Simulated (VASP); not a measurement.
Runs of VASP 6.6.1 on Cu. Symmetry: Cmcm, No. 63, orthorhombic system. The conventional cell has a = 2.437 Å, b = 7.953 Å, c = 2.475 Å, α = 90.00°, β = 90.00°, γ = 90.00°. Cu (site symmetry m2m) has 10 Cu at 2.44 to 2.54 Å within 3.2 Å. 

```csv
smearing,gap on the mesh (eV),pressure (GPa),largest force (eV/Å)
fermi-dirac 0.3 eV,none,1.4,0.02
fermi-dirac 0.2 eV,none,1.1,0.02
fermi-dirac 0.1 eV,none,0.9,0.02
fermi-dirac 0.5 eV,none,(a),0.02
```

Alike in all rows: task single point; level r2SCAN; potentials or basis VASP PAW PBE potentials, release 64 (Cu); no spin polarisation; cell as given; k mesh 12 × 12 × 11; cutoff (eV) 520.

Task: Fill in the values left out.

Result: (a) 2.8.

Caveats: the PAW data sets were made with another functional, which shifts forces and pressure a little; so wide a smearing shifts energies and pressures (at least some runs).

A gap of «none» marks levels without a gap at the run's occupations.
